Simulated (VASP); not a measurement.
Input of a VASP 6.6.1 run:

File INCAR:

```
  ALGO = Normal
  EDIFF = 1E-6
  ENCUT = 520
  GGA = PE
  ISIF = 2
  ISMEAR = -1
  LASPH = T
  LCHARG = F
  LREAL = F
  LWAVE = F
  NBANDS = 16
  NELM = 80
  PREC = Accurate
  SIGMA = 0.1
```

File KPOINTS:

```
k-points
0
Gamma
  12 12 7
```

POSCAR

```
SiC
1.0
    2.9218300164      0.0000000000      0.0000000000
   -1.4609150082      2.5303790197      0.0000000000
    0.0000000000      0.0000000000      4.7862657359
Si C
2 2
Direct
    0.3333333333      0.6666666667      0.0000474551
    0.6666666667      0.3333333333      0.5000474551
    0.3333333333      0.6666666667      0.3759525449
    0.6666666667      0.3333333333      0.8759525449
```

Potentials or basis: VASP PAW PBE potentials, release 64 (Si, C).

Launch:

```console
$ cat potpaw_PBE.64/Si/POTCAR potpaw_PBE.64/C/POTCAR > POTCAR
$ mpirun -np 1 vasp_std > vasp.out
```

Task: Estimate the pressure.

Result: 50.8 GPa.

Task: Estimate the band gap on the k mesh.

Result: 1.99 eV, indirect (least direct gap 4.26 eV).

A k mesh can miss the band edges. PBE gaps usually lie below the measured ones, often by a third to a half.
